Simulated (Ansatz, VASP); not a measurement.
## Mn2AlCu3: VASP beside Ansatz

Contents of INCAR:

```
SYSTEM = Mn2AlCu3
PREC = Accurate ; ENCUT = 600
EDIFF = 1E-6 ; ISMEAR = 0
SIGMA = 0.1 ; LREAL = .FALSE.
LASPH = .TRUE. ; NELM = 200
ALGO = Normal ; ISIF = 2
LWAVE = .FALSE. ; LCHARG = .FALSE.
ISPIN = 2 ; MAGMOM = 4 4 0 0 0 0
LORBIT = 11 ; LMAXMIX = 4
GGA = PE ; NBANDS = 44
GGA_COMPAT = .FALSE.
```

KPOINTS

```
regular mesh
0
G
  6 6 6
  0 0 0
```

Contents of POSCAR:

```
Mn2AlCu3
1.0
    2.4171901868      1.3955654050      3.9671282347
   -2.4171901868      1.3955654050      3.9671282347
    0.0000000000     -2.7911308100      3.9671282347
Mn Al Cu
2 1 3
Direct
    0.8739780000      0.8739780000      0.8739780000
    0.1260220000      0.1260220000      0.1260220000
    0.5000000000      0.5000000000      0.5000000000
    0.5000000000      0.0000000000      0.5000000000
    0.5000000000      0.5000000000      0.0000000000
    0.0000000000      0.5000000000      0.5000000000
```

Input for Ansatz:

```yaml
crystal:
  lattice:
    - [2.4171901868, 1.395565405, 3.9671282347]
    - [-2.4171901868, 1.395565405, 3.9671282347]
    - [0.0, -2.79113081, 3.9671282347]
  atoms:
    - { symbol: Mn, position: [0.873978, 0.873978, 0.873978], spin: 4.0 }
    - { symbol: Mn, position: [0.126022, 0.126022, 0.126022], spin: 4.0 }
    - { symbol: Al, position: [0.5, 0.5, 0.5] }
    - { symbol: Cu, position: [0.5, 0.0, 0.5] }
    - { symbol: Cu, position: [0.5, 0.5, 0.0] }
    - { symbol: Cu, position: [0.0, 0.5, 0.5] }
basis:
  ecutwfc: 420
kpoints:
  mp_grid: { grid: [6, 6, 6] }
hamiltonian:
  xc: pbe
scf:
  occupations: { method: gaussian, width: 0.1 }
  lower_state_search: "off"
output:
  forces: true
  stress: true
  eigenvalues: true
  populations: true
magnetization:
  spin_polarized: true
```

Alike in both runs: task single point; functional PBE; k mesh 6 × 6 × 6; occupations gaussian, width 0.1 eV; collinear spin.

```csv
,VASP,Ansatz
version,VASP 6.6.1,Ansatz 0.2.0
potentials or method,"VASP PAW PBE potentials, release 64 (Mn_pv, Al, Cu), cutoff 600 eV","scalar-relativistic, plane waves, PAW"
valence electrons in the cell,62,90
```

Ansatz gave:

```
gap on the k mesh at the Fermi level (eV)                     : none
pressure (GPa)                                                : 1.3
traceless stress, the component that is largest in VASP (GPa) : -0.74
rms of the force components (eV/Å)                            : 0.010
net moment per atom (μB)                                      : 1.23
size of the moment on the site where the two differ most (μB) : 3.65
```

**Question.** Which values does VASP return?

**Answer.** gap on the k mesh at the Fermi level (eV): none; pressure (GPa): 1.7; traceless stress, the component that is largest in VASP (GPa): -0.66; rms of the force components (eV/Å): 0.011; net moment per atom (μB): 1.23; size of the moment on the site where the two differ most (μB): 3.61.

Site moments also hang on the region over which each program counts them. Atom by atom the forces differ by 0.001 eV/Å (rms over components). A gap of «none» marks a metal or a gap that the smearing closes. With one functional, cell and mesh, what is left measures potentials, basis and numerics. VASP's potentials hold 62 valence electrons a cell and Ansatz's 90, so a difference there can come from the potentials and not from the codes.
